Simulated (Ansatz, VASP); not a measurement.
**Cd in VASP and in Ansatz**

File INCAR:

```
SYSTEM = Cd
PREC = Accurate
ENCUT = 520
EDIFF = 1E-6
ISMEAR = -1
SIGMA = 0.08
LREAL = .False.
LASPH = .True.
NELM = 150
ALGO = Normal
ISIF = 2
LWAVE = .False.
LCHARG = .False.
ISPIN = 2
MAGMOM = -4 -4
LORBIT = 11
GGA = PE
NBANDS = 23
```

KPOINTS

```
Automatic mesh
0
Gamma
  9 9 9
  0 0 0
```

File POSCAR:

```
Cd
1.0
    0.0000000000      3.3676045377      3.3676045377
    3.3676045377      0.0000000000      3.3676045377
    3.3676045377      3.3676045377      0.0000000000
Cd
2
Direct
    0.0000000000      0.0000000000      0.0000000000
    0.2500000000      0.2500000000      0.2500000000
```

Input for Ansatz:

```yaml
crystal:
  lattice:
    - [0.0, 3.3676045377, 3.3676045377]
    - [3.3676045377, 0.0, 3.3676045377]
    - [3.3676045377, 3.3676045377, 0.0]
  atoms:
    - { symbol: Cd, position: [0.0, 0.0, 0.0], spin: -4.0 }
    - { symbol: Cd, position: [0.25, 0.25, 0.25], spin: -4.0 }
kpoints:
  mp_grid: { grid: [9, 9, 9] }
scf:
  occupations: { method: fermi_dirac, width: 0.08 }
  mixing: { algorithm: anderson, beta: 0.3 }
hamiltonian:
  xc: pbe
  pseudopotentials: { kind: all_electron, lapw: { basis_error: 0.00025 } }
output:
  forces: true
  stress: true
  eigenvalues: true
magnetization:
  spin_polarized: true
```

Alike in both runs: task single point; functional PBE; k mesh 9 × 9 × 9; occupations fermi-dirac, width 0.08 eV; collinear spin.

|  | VASP | Ansatz |
| --- | --- | --- |
| version | VASP 6.6.1 | Ansatz 0.2.0 |
| potentials or method | VASP PAW PBE potentials, release 64 (Cd), cutoff 520 eV | all-electron LAPW, scalar-relativistic |

```csv
,VASP,Ansatz,Ansatz less VASP
gap on the k mesh at the Fermi level (eV),none,none,-
pressure (GPa),-0.2,-0.3,-0.11
net moment per atom (μB),0.00,0.00,0.000
```

A gap of «none» marks a metal or a gap that the smearing closes. Ansatz ran all-electron here, and VASP with PAW potentials. Ansatz's warnings: seeded moment not kept, stability check not made.
